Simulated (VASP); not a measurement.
# CdS (Hawleyite) (F-43m) in VASP: notebook

Runs on CdS (Hawleyite). Level: LDA. Tasks: single point.

All numbers are computed with VASP 6.6.1; they aren't measurements. Logs are shortened: lines on timing, memory, paths and dates and some standing lists are left out, and cuts for length are marked.

### Step 1. The cell of the first run

Symmetry: F-43m, No. 216, cubic system. Conventional cell: a = 5.590 Å, b = 5.590 Å, c = 5.590 Å, α = 90.00°, β = 90.00°, γ = 90.00°. Cd (site symmetry -43m) has 4 S at 2.42 Å within 3.2 Å. Within 3.2 Å of S (site symmetry -43m) lie 4 Cd at 2.42 Å.

### Step 2. Single point, LDA

The input, INCAR:

```
SYSTEM = CdS
ALGO = Normal
EDIFF = 1E-6
ENCUT = 520
GGA = CA
ISIF = 2
ISMEAR = 0
LASPH = .True.
LCHARG = .False.
LREAL = .False.
LWAVE = .False.
NBANDS = 16
NELM = 80
PREC = Accurate
SIGMA = 0.1
```

The input, KPOINTS:

```
k-points
0
Gamma
  6 6 6
  0 0 0
```

The input, POSCAR:

```
CdS
1.0
    0.0000000000      2.7948352026      2.7948352026
    2.7948352026      0.0000000000      2.7948352026
    2.7948352026      2.7948352026      0.0000000000
Cd S
1 1
Direct
    0.0000000000      0.0000000000      0.0000000000
    0.2500000000      0.2500000000      0.2500000000
```

Potentials or basis: VASP PAW LDA potentials, release 64 (Cd, S).

Command:

```sh
$ cat potpaw_LDA.64/Cd/POTCAR potpaw_LDA.64/S/POTCAR > POTCAR
$ mpirun -np 1 vasp_std > vasp.out
```

OUTCAR:

```text
SYSTEM = CdS
   EDIFF = 1E-6
   ENCUT = 520
   GGA = CA
   ISIF = 2
   ISMEAR = 0
   LASPH = .True.
   LREAL = .False.
   NELM = 80
   PREC = Accurate

 ion  position               nearest neighbor table
   1  0.000  0.000  0.000-   2 2.42   2 2.42   2 2.42   2 2.42
   2  0.250  0.250  0.250-   1 2.42   1 2.42   1 2.42   1 2.42

  LATTYP: Found a face centered cubic cell.
 ALAT       =     5.5896704052

  Lattice vectors:

 A1 = (   0.0000000000,   2.7948352026,   2.7948352026)
 A2 = (   2.7948352026,   0.0000000000,   2.7948352026)
 A3 = (   2.7948352026,   2.7948352026,   0.0000000000)

Analysis of symmetry for initial positions (statically):
=====================================================================
 Subroutine PRICEL returns:
 Original cell was already a primitive cell.

 Routine SETGRP: Setting up the symmetry group for a
 face centered cubic supercell.

 Subroutine GETGRP returns: Found 24 space group operations
 (whereof 24 operations were pure point group operations)
 out of a pool of 48 trial point group operations.

The static configuration has the point symmetry T_d .

Analysis of symmetry for dynamics (positions and initial velocities):
=====================================================================
 Subroutine PRICEL returns:
 Original cell was already a primitive cell.

 Routine SETGRP: Setting up the symmetry group for a
 face centered cubic supercell.

 Subroutine GETGRP returns: Found 24 space group operations
 (whereof 24 operations were pure point group operations)
 out of a pool of 48 trial point group operations.

The dynamic configuration has the point symmetry T_d .

 Subroutine INISYM returns: Found 24 space group operations
 (whereof 24 operations are pure point group operations),
 and found     1 'primitive' translations

----------------------------------------------------------------------------------------

                                     Primitive cell

  volume of cell :      43.6615

  direct lattice vectors                    reciprocal lattice vectors
     0.000000000  2.794835203  2.794835203    -0.178901425  0.178901425  0.178901425
     2.794835203  0.000000000  2.794835203     0.178901425 -0.178901425  0.178901425
     2.794835203  2.794835203  0.000000000     0.178901425  0.178901425 -0.178901425

  length of vectors
     3.952493848  3.952493848  3.952493848     0.309866357  0.309866357  0.309866357

  position of ions in fractional coordinates (direct lattice)
     0.000000000  0.000000000  0.000000000
     0.250000000  0.250000000  0.250000000

  ion indices of the primitive-cell ions
   primitive index   ion index
                 1           1
                 2           2

----------------------------------------------------------------------------------------

 KPOINTS: k-points

Automatic generation of k-mesh.
 Grid dimensions read from file:
 generate k-points for:    6    6    6

 Generating k-lattice:

  Cartesian coordinates                     Fractional coordinates (reciprocal lattice)
    -0.029816904  0.029816904  0.029816904     0.166666667  0.000000000  0.000000000
     0.029816904 -0.029816904  0.029816904     0.000000000  0.166666667  0.000000000
     0.029816904  0.029816904 -0.029816904     0.000000000  0.000000000  0.166666667

  Length of vectors
     0.051644393  0.051644393  0.051644393

  Shift w.r.t. Gamma in fractional coordinates (k-lattice)
     0.000000000  0.000000000  0.000000000

 Subroutine IBZKPT returns following result:
 ===========================================

 Found     16 irreducible k-points:

 Following reciprocal coordinates:
            Coordinates               Weight
  0.000000  0.000000  0.000000      1.000000
  0.166667  0.000000  0.000000      8.000000
  0.333333  0.000000  0.000000      8.000000
  0.500000  0.000000  0.000000      4.000000
  0.166667  0.166667  0.000000      6.000000
  0.333333  0.166667  0.000000     24.000000
[... 8 lines left out ...]
 -0.333333  0.333333  0.166667     24.000000
 -0.333333  0.500000  0.166667     12.000000
   k-points           NKPTS =     16   k-points in BZ     NKDIM =     16   number of bands    NBANDS=     16
   number of dos      NEDOS =    301   number of ions     NIONS =      2
   total plane-waves  NPLWV =  27000
   dimension x,y,z NGX =    30 NGY =   30 NGZ =   30
   dimension x,y,z NGXF=    60 NGYF=   60 NGZF=   60
   ions per type =               1   1
   NGX,Y,Z   is equivalent  to a cutoff of  12.62, 12.62, 12.62 a.u.
   NGXF,Y,Z  is equivalent  to a cutoff of  25.24, 25.24, 25.24 a.u.
 SYSTEM =  CdS
   PREC   = accura    normal or accurate (medium, high low for compatibility)
   ISTART =      0    job   : 0-new  1-cont  2-samecut
   ICHARG =      2    charge: 1-file 2-atom 10-const
   ISPIN  =      1    spin polarized calculation?
   LNONCOLLINEAR =      F non collinear calculations
   LSORBIT =      F    spin-orbit coupling
   LASPH  =      T    aspherical Exc in radial PAW
   ENCUT  =  520.0 eV  38.22 Ry    6.18 a.u.   7.35  7.35  7.35*2*pi/ulx,y,z
   NELM   =     80;   NELMIN=  2; NELMDL= -5     # of ELM steps
   EDIFF  = 0.1E-05   stopping-criterion for ELM
   LREAL  =      F    real-space projection
   EDIFFG = 0.1E-04   stopping-criterion for IOM
   NSW    =      0    number of steps for IOM
   IBRION =     -1    ionic relax: 0-MD 1-quasi-New 2-CG
   NFREE  =      0    steps in history (QN), initial steepest desc. (CG)
   ISIF   =      2    stress and relaxation
   ISYM   =      2    0-nonsym 1-usesym 2-fastsym
   POTIM  = 0.5000    time-step for ionic-motion
   TEBEG  =    0.0;   TEEND  =   0.0 temperature during run
   PSTRESS=    0.0 pullay stress
   NELECT =      18.0000    total number of electrons
   NUPDOWN=      -1.0000    fix difference up-down
   EMIN   =  10.00;   EMAX   =-10.00  energy-range for DOS
   EFERMI =   0.00;   METHOD = LEGACY
   ISMEAR =     0;   SIGMA  =   0.10  broadening in eV -4-tet -1-fermi 0-gaus
   EFERMI_NEDOS =   21; number of points for ismear=-14 and -15
   IALGO  =     38    algorithm
   IMIX   =      4    mixing-type and parameters
     AMIX     =   0.40;   BMIX     =  1.00
     AMIX_MAG =   1.60;   BMIX_MAG =  1.00
  volume/ion in A,a.u.               =      21.83       147.32
  Fermi-wavevector in a.u.,A,eV,Ry     =   1.218427  2.302493 20.198719  1.484564
  Thomas-Fermi vector in A             =   2.353714
   LORBIT       =      0    0 simple, 1 ext, 2 COOP (PROOUT), +10 PAW based schemes
   GGA     = CA    functional components
   LHFCALC =     F    Hartree Fock is set to
   AEXX    =    0.0000 exact exchange contribution
   IVDW    =     0    specifies the selected vdW correction
   LEPSILON=     F    determine dielectric tensor
   LRPA    =     F    only Hartree local field effects (RPA)
 non-spin polarized calculation
 Gauss-broadening in eV      SIGMA  =   0.10
  energy-cutoff  :      520.00
  volume of cell :       43.66
 maximum number of plane-waves:      1243
 NGX is ok and might be reduce to    30
   NGX = 15   NGY = 15   NGZ = 15

 number of electron      17.9999997 magnetization

 Free energy of the ion-electron system (eV)
  ---------------------------------------------------
  ext. energy  EPLUGINS =         0.00000000
  ---------------------------------------------------
  free energy    TOTEN  =        -7.30070937 eV

  energy without entropy =       -7.30070937  energy(sigma->0) =       -7.30070937

 E-fermi :   2.8411     XC(G=0): -10.1788

 val. band max:        2.3532369771   @ k =   0.0000   0.0000   0.0000
 cond. band min:       3.5106161167   @ k =   0.0000   0.0000   0.0000
 fundamental gap:      1.1573791397
 Fermi energy:         2.8411356830

 k-point     1 :       0.0000    0.0000    0.0000
  band No.  band energies     occupation
      1     -10.8914      2.00000
      2      -6.0210      2.00000
      3      -6.0210      2.00000
      4      -6.0210      2.00000
      5      -5.3415      2.00000
      6      -5.3415      2.00000
[... 8 lines left out ...]
     15      13.9751      0.00000
     16      14.1165      0.00000

 k-point     2 :       0.1667    0.0000    0.0000
  band No.  band energies     occupation
      1     -10.7478      2.00000
      2      -5.9690      2.00000
      3      -5.9690      2.00000
      4      -5.9178      2.00000
      5      -5.3436      2.00000
      6      -5.3436      2.00000
[... 8 lines left out ...]
     15      13.0470      0.00000
     16      14.2248      0.00000

 k-point     3 :       0.3333    0.0000    0.0000
  band No.  band energies     occupation
      1     -10.4578      2.00000
      2      -5.8847      2.00000
      3      -5.8847      2.00000
      4      -5.4580      2.00000
      5      -5.3186      2.00000
      6      -5.3186      2.00000
[... 8 lines left out ...]
     15      13.5311      0.00000
     16      13.5311      0.00000

 k-point     4 :       0.5000    0.0000    0.0000
  band No.  band energies     occupation
      1     -10.3142      2.00000
      2      -5.8565      2.00000
      3      -5.8565      2.00000
      4      -5.2868      2.00000
      5      -5.2868      2.00000
      6      -4.8295      2.00000
[... 8 lines left out ...]
     15      15.0980      0.00000
     16      15.0980      0.00000

 k-point     5 :       0.1667    0.1667    0.0000
  band No.  band energies     occupation
      1     -10.7003      2.00000
      2      -5.9544      2.00000
      3      -5.9164      2.00000
      4      -5.9164      2.00000
      5      -5.3815      2.00000
      6      -5.3094      2.00000
[... 8 lines left out ...]
     15      14.1213      0.00000
     16      16.3292      0.00000

 k-point     6 :       0.3333    0.1667    0.0000
  band No.  band energies     occupation
      1     -10.4604      2.00000
      2      -5.8732      2.00000
      3      -5.8143      2.00000
      4      -5.6598      2.00000
      5      -5.3328      2.00000
      6      -5.2806      2.00000
[... 8 lines left out ...]
     15      14.3298      0.00000
     16      15.5302      0.00000

 k-point     7 :       0.5000    0.1667    0.0000
  band No.  band energies     occupation
      1     -10.2714      2.00000
      2      -5.8326      2.00000
      3      -5.7742      2.00000
      4      -5.4038      2.00000
      5      -5.2777      2.00000
      6      -4.8241      2.00000
[... 8 lines left out ...]
     15      15.1541      0.00000
     16      15.4625      0.00000

 k-point     8 :      -0.3333    0.1667    0.0000
  band No.  band energies     occupation
      1     -10.3180      2.00000
      2      -5.8319      2.00000
      3      -5.8085      2.00000
      4      -5.3733      2.00000
      5      -5.3417      2.00000
      6      -5.0224      2.00000
[... 8 lines left out ...]
     15      14.6883      0.00000
     16      15.5139      0.00000

 k-point     9 :      -0.1667    0.1667    0.0000
  band No.  band energies     occupation
      1     -10.5556      2.00000
      2      -5.9057      2.00000
      3      -5.8817      2.00000
      4      -5.7262      2.00000
      5      -5.3736      2.00000
      6      -5.2917      2.00000
[... 8 lines left out ...]
     15      13.8623      0.00000
     16      15.8854      0.00000

 k-point    10 :       0.3333    0.3333    0.0000
  band No.  band energies     occupation
      1     -10.3201      2.00000
      2      -5.7891      2.00000
      3      -5.6724      2.00000
      4      -5.6724      2.00000
      5      -5.2448      2.00000
      6      -5.2445      2.00000
[... 8 lines left out ...]
     15      14.4767      0.00000
     16      18.2818      0.00000

 k-point    11 :       0.5000    0.3333    0.0000
  band No.  band energies     occupation
      1     -10.1828      2.00000
      2      -5.7741      2.00000
      3      -5.6060      2.00000
      4      -5.5503      2.00000
      5      -5.2449      2.00000
      6      -4.7889      2.00000
[... 8 lines left out ...]
     15      15.2449      0.00000
     16      16.4800      0.00000

 k-point    12 :      -0.3333    0.3333    0.0000
  band No.  band energies     occupation
      1     -10.1836      2.00000
      2      -5.7908      2.00000
      3      -5.6650      2.00000
      4      -5.4275      2.00000
      5      -5.3120      2.00000
      6      -4.5838      2.00000
[... 8 lines left out ...]
     15      13.8488      0.00000
     16      17.4274      0.00000

 k-point    13 :       0.5000    0.5000    0.0000
  band No.  band energies     occupation
      1     -10.1371      2.00000
      2      -5.7917      2.00000
      3      -5.5267      2.00000
      4      -5.5267      2.00000
      5      -5.2122      2.00000
      6      -4.7586      2.00000
[... 8 lines left out ...]
     15      14.7000      0.00000
     16      16.0820      0.00000

 k-point    14 :       0.5000    0.3333    0.1667
  band No.  band energies     occupation
      1     -10.2737      2.00000
      2      -5.7697      2.00000
      3      -5.7575      2.00000
      4      -5.5108      2.00000
      5      -5.2872      2.00000
      6      -5.0009      2.00000
[... 8 lines left out ...]
     15      15.6577      0.00000
     16      16.0387      0.00000

 k-point    15 :      -0.3333    0.3333    0.1667
  band No.  band energies     occupation
      1     -10.1835      2.00000
      2      -5.7690      2.00000
      3      -5.6969      2.00000
      4      -5.4104      2.00000
      5      -5.3215      2.00000
      6      -4.5736      2.00000
[... 8 lines left out ...]
     15      15.0673      0.00000
     16      16.0627      0.00000

 k-point    16 :      -0.3333    0.5000    0.1667
  band No.  band energies     occupation
      1     -10.1394      2.00000
      2      -5.7429      2.00000
      3      -5.6361      2.00000
      4      -5.4608      2.00000
      5      -5.2846      2.00000
      6      -4.5258      2.00000
[... 8 lines left out ...]
     15      15.8851      0.00000
     16      15.9362      0.00000

------------------------ aborting loop because EDIFF is reached ----------------------------------------

  FORCE on cell =-STRESS in cart. coord.  units (eV):
  Direction    XX          YY          ZZ          XY          YZ          ZX
  --------------------------------------------------------------------------------------
  -------------------------------------------------------------------------------------
  Total        2.2263057      2.2263057      2.2263057     -0.0000000     -0.0000000     -0.0000000
  in kB       81.6952444     81.6952444     81.6952444     -0.0000000     -0.0000000     -0.0000000
  external PRESSURE =      81.6952444 kB  Pullay stress =       0.0000000 kB

 VOLUME and BASIS-vectors are now :
 -----------------------------------------------------------------------------
  energy-cutoff  :      520.00
  volume of cell :       43.66
      direct lattice vectors                 reciprocal lattice vectors
     0.000000000  2.794835203  2.794835203    -0.178901425  0.178901425  0.178901425
     2.794835203  0.000000000  2.794835203     0.178901425 -0.178901425  0.178901425
     2.794835203  2.794835203  0.000000000     0.178901425  0.178901425 -0.178901425

 POSITION                                       TOTAL-FORCE (eV/Angst)
 -----------------------------------------------------------------------------------
      0.00000      0.00000      0.00000         0.000000     -0.000000      0.000000
      1.39742      1.39742      1.39742        -0.000000      0.000000     -0.000000
 -----------------------------------------------------------------------------------
    total drift:                                0.000000      0.000000      0.000000

  FREE ENERGIE OF THE ION-ELECTRON SYSTEM (eV)
  ---------------------------------------------------
  free  energy   TOTEN  =        -7.3007093697 eV

  energy  without entropy=       -7.3007093697  energy(sigma->0) =       -7.30070937
```

It took 16 s on 1 thread of Intel Xeon 8259CL, shared host; peak memory 0.15 GiB.

What came out:

| Quantity | Value |
| --- | --- |
| Free energy | -7.3007 eV |
| Pressure | 8.2 GPa |
| Band gap on the k mesh | 1.16 eV, direct |

Expect the measured gap to be larger: semilocal functionals such as LDA lack the derivative discontinuity.

### Step 3. Single point, LDA

This run uses another cell than the first one, of 22.82 Å³/atom, 1.045 times its volume.

The input, INCAR:

```
SYSTEM = CdS
PREC     = Accurate       ! precision mode
ENCUT    = 520            ! plane-wave cutoff, eV
EDIFF    = 1E-6           ! SCF threshold, eV
ISMEAR   = 0              ! smearing method
SIGMA    = 0.1            ! smearing width, eV
LREAL    = .False.        ! projectors in reciprocal space
LASPH    = .True.         ! aspherical terms in the spheres
NELM     = 80             ! most SCF steps
ALGO     = Normal         ! electronic algorithm
ISIF     = 2              ! what is computed and relaxed
LWAVE    = .False.        ! write WAVECAR
LCHARG   = .False.        ! write CHGCAR
NBANDS   = 16             ! bands
```

The input, KPOINTS:

```
Automatic mesh
0
Gamma
  6 6 6
  0 0 0
```

The input, POSCAR:

```
CdS
1.0
    0.0000000000      2.8365553117      2.8365553117
    2.8365553117      0.0000000000      2.8365553117
    2.8365553117      2.8365553117      0.0000000000
Cd S
1 1
Direct
    0.0000000000      0.0000000000      0.0000000000
    0.2500000000      0.2500000000      0.2500000000
```

Potentials or basis: VASP PAW LDA potentials, release 64 (Cd, S).

Command:

```sh
$ cat potpaw_LDA.64/Cd/POTCAR potpaw_LDA.64/S/POTCAR > POTCAR
$ mpirun -np 1 vasp_std > vasp.out
```

Wall time 17 s (1 thread of Intel Xeon 8259CL, shared host); peak memory 0.14 GiB.

It converged, with:

```yaml
Free_energy: -7.3753 eV
Pressure: 4.0 GPa
Band_gap_on_the_k_mesh: 1.07 eV, direct
```

Levels at points of the mesh, in eV from the valence-band top:
```tsv
k point	band 7	band 8	band 9	band 10	band 11	band 12
(0.00, 0.00, 0.00)	0.00	0.00	0.00	1.07	6.32	6.32
(0.50, 0.00, 0.00)	-5.06	-0.90	-0.90	2.89	6.83	6.83
(0.50, 0.50, 0.00)	-4.44	-2.24	-2.24	3.16	4.23	9.33
```

A hybrid or GW would open this gap; LDA tends to underestimate it.

### Step 4. Single point, LDA

This run uses another cell than the first one, of 23.82 Å³/atom, 1.091 times its volume.

The input, INCAR:

```
SYSTEM = CdS
  ALGO = Normal
  EDIFF = 1E-6
  ENCUT = 520
  ISIF = 2
  ISMEAR = 0
  LASPH = .TRUE.
  LCHARG = .FALSE.
  LREAL = .FALSE.
  LWAVE = .FALSE.
  NBANDS = 16
  NELM = 80
  PREC = Accurate
  SIGMA = 0.1
```

The input, KPOINTS:

```
k-points
0
G
  6 6 6
  0 0 0
```

The input, POSCAR:

```
CdS
1.0
    0.0000000000      2.8770830059      2.8770830059
    2.8770830059      0.0000000000      2.8770830059
    2.8770830059      2.8770830059      0.0000000000
Cd S
1 1
Direct
    0.0000000000      0.0000000000      0.0000000000
    0.2500000000      0.2500000000      0.2500000000
```

Command:

```sh
$ cat potpaw_LDA.64/Cd/POTCAR potpaw_LDA.64/S/POTCAR > POTCAR
$ mpirun -np 1 vasp_std > vasp.out
```

Wall time 19 s (1 thread of Intel Xeon 8259CL, shared host); peak memory 0.15 GiB.

The run converged. Its results:

```yaml
Free_energy: -7.4035 eV
Pressure: 0.7 GPa
Band_gap_on_the_k_mesh: 0.98 eV, direct
```

Levels at points of the mesh, in eV from the valence-band top:
| k point | band 7 | band 8 | band 9 | band 10 | band 11 | band 12 |
| --- | --- | --- | --- | --- | --- | --- |
| (0.00, 0.00, 0.00) | 0.00 | 0.00 | 0.00 | 0.98 | 6.35 | 6.35 |
| (0.50, 0.00, 0.00) | -4.78 | -0.83 | -0.83 | 2.84 | 6.84 | 6.84 |
| (0.50, 0.50, 0.00) | -4.24 | -2.07 | -2.07 | 3.24 | 4.21 | 9.13 |

### Step 5. Overview

```tsv
cell	gap on the mesh (eV)	pressure (GPa)
a = 3.952 Å, angles 60.0°, 2 atoms	1.16	8.2
a = 4.011 Å, angles 60.0°, 2 atoms	1.07	4.0
a = 4.069 Å, angles 60.0°, 2 atoms	0.98	0.7
```

Alike in all rows: task single point; level LDA; potentials or basis VASP PAW LDA potentials, release 64 (Cd, S); no spin polarisation; k mesh 6 × 6 × 6; cutoff (eV) 520; smearing gaussian 0.1 eV.

Total energies depend on the potentials used, so only differences within one code and one set of settings carry meaning.
